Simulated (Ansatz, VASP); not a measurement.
**WC in VASP and in Ansatz**

The input INCAR:

```
ALGO     = Normal         # electronic algorithm
EDIFF    = 1E-6           # SCF threshold, eV
ENCUT    = 520            # plane-wave cutoff, eV
GGA      = PE             # functional
ISIF     = 2              # what is computed and relaxed
ISMEAR   = -1             # smearing method
LASPH    = T              # aspherical terms in the spheres
LCHARG   = F              # write CHGCAR
LREAL    = F              # projectors in reciprocal space
LWAVE    = F              # write WAVECAR
NBANDS   = 16             # bands
NELM     = 80             # most SCF steps
PREC     = Accurate       # precision mode
SIGMA    = 0.1            # smearing width, eV
```

The input KPOINTS:

```
k-points
0
Gamma
  11 11 10
```

The input POSCAR:

```
WC
1.0
    2.9447478072      0.0000000000      0.0000000000
   -1.4723739036      2.5502265748      0.0000000000
    0.0000000000      0.0000000000      2.8739279649
W C
1 1
Direct
    0.0000000000      0.0000000000      0.0000000000
    0.6666666667      0.3333333333      0.5000000000
```

Input for Ansatz:

```yaml
crystal:
  lattice:
    - [2.944747807203345, 0.0, 0.0]
    - [-1.4723739036016725, 2.5502265748339794, 0.0]
    - [0.0, 0.0, 2.8739279648763145]
  atoms:
    - { symbol: W, position: [0.0, 0.0, 0.0] }
    - { symbol: C, position: [0.6666666666666666, 0.3333333333333333, 0.5] }
basis:
  ecutwfc: 517.016338673772
kpoints:
  mp_grid:
    grid: [11, 11, 10]
hamiltonian:
  xc: pbe
scf:
  occupations:
    method: fermi_dirac
    width: 0.1
output:
  stress: true
```

Alike in both runs: task single point; functional PBE; k mesh 11 × 11 × 10; occupations fermi-dirac, width 0.1 eV; no spin polarisation.

|  | VASP | Ansatz |
| --- | --- | --- |
| version | VASP 6.6.1 | Ansatz 0.2.0 |
| potentials or method | VASP PAW PBE potentials, release 64 (W_sv, C), cutoff 520 eV | plane waves, PAW |
| valence electrons in the cell | 18 | 18 |

```csv
,VASP,Ansatz,Ansatz less VASP
pressure (GPa),-8.3,-9.2,-0.96
"traceless stress, the component that is largest in VASP (GPa)",-1.73,-1.92,-0.188
```

With one functional, cell and mesh, what is left measures potentials, basis and numerics.

Neither program's run includes spin-orbit coupling.
